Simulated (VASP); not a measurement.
Input of a VASP 6.6.1 run:

File INCAR:

```
PREC = Accurate
ENCUT = 500
EDIFF = 1E-6
ISMEAR = 0
SIGMA = 0.01
LREAL = False
LASPH = True
NELM = 120
ALGO = Normal
ISIF = 2
LWAVE = False
LCHARG = False
GGA = PE
NBANDS = 16
GGA_COMPAT = False
```

The input KPOINTS:

```
Automatic mesh
0
Gamma
  5 5 5
```

POSCAR

```
CdTe
1.0
    0.0000000000      3.2050000000      3.2050000000
    3.2050000000      0.0000000000      3.2050000000
    3.2050000000      3.2050000000      0.0000000000
Cd Te
1 1
Direct
    0.0000000000      0.0000000000      0.0000000000
    0.2500000000      0.2500000000      0.2500000000
```

Potentials or basis: VASP PAW PBE potentials, release 64 (Cd, Te).

Run with:

```console
$ cat potpaw_PBE.64/Cd/POTCAR potpaw_PBE.64/Te/POTCAR > POTCAR
$ mpirun -np 1 vasp_std > vasp.out
```

(1) What does it give for the band gap on the k mesh?

(2) Estimate the pressure.

## Answers

(1) 0.87 eV, direct.

(2) 4.5 GPa.

Caveat: spin-orbit coupling is left out, which moves the levels of the heavy elements.
